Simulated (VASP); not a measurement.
Write the native input for VASP 6.6.1 that does the following.

- Task: single point
- Functional: LDA
- Potentials or basis: VASP PAW LDA potentials, release 64 (Si)
- Cutoff: 520 eV
- k mesh: 12 × 12 × 6
- Occupations: gaussian, width 0.03 eV
- Spin: no spin polarisation
- Dipole correction: no
- Further INCAR settings: ALGO = Normal; EDIFF = 1e-06; NBANDS = 16

The structure of Si lies in POSCAR:

```
Si
1.0
    3.8537843876      0.0000000000      0.0000000000
   -1.9268921938      3.3374751803      0.0000000000
    0.0000000000      0.0000000000      6.1198096075
Si
4
Direct
    0.3333333333      0.6666666667      0.0439541821
    0.6666666667      0.3333333333      0.5439541821
    0.3333333333      0.6666666667      0.4560458179
    0.6666666667      0.3333333333      0.9560458179
```

This isn't the form of Si at room conditions, which is diamond.

This cell differs from its parent crystal: atoms shifted along a free coordinate, c/a of the conventional cell at fixed volume 1.5880.

The input as run:

INCAR

```
PREC = Accurate
ENCUT = 520
EDIFF = 1E-6
ISMEAR = 0
SIGMA = 0.03
LREAL = F
LASPH = T
NELM = 60
ALGO = Normal
ISIF = 2
LWAVE = F
LCHARG = F
NBANDS = 16
```

KPOINTS

```
Automatic mesh
0
Gamma
  12 12 6
```

Potentials or basis: VASP PAW LDA potentials, release 64 (Si).

Launch:

```sh
$ cat potpaw_LDA.64/Si/POTCAR > POTCAR
$ mpirun -np 1 vasp_std > vasp.out
```

It gave:

The pressure is 0.4 GPa, the largest force is 1.750 eV/Å and the band gap on the k mesh is zero (bands 8 and 9 overlap by 0.86 eV).

Caveat: forces of over 1 eV/Å act on the atoms, so gaps and moduli don't describe the material at rest.

Run time: 61 s on 1 thread of Intel(R) Xeon(R) Platinum 8488C (Sapphire Rapids), on a shared host, peak memory 0.19 GiB.
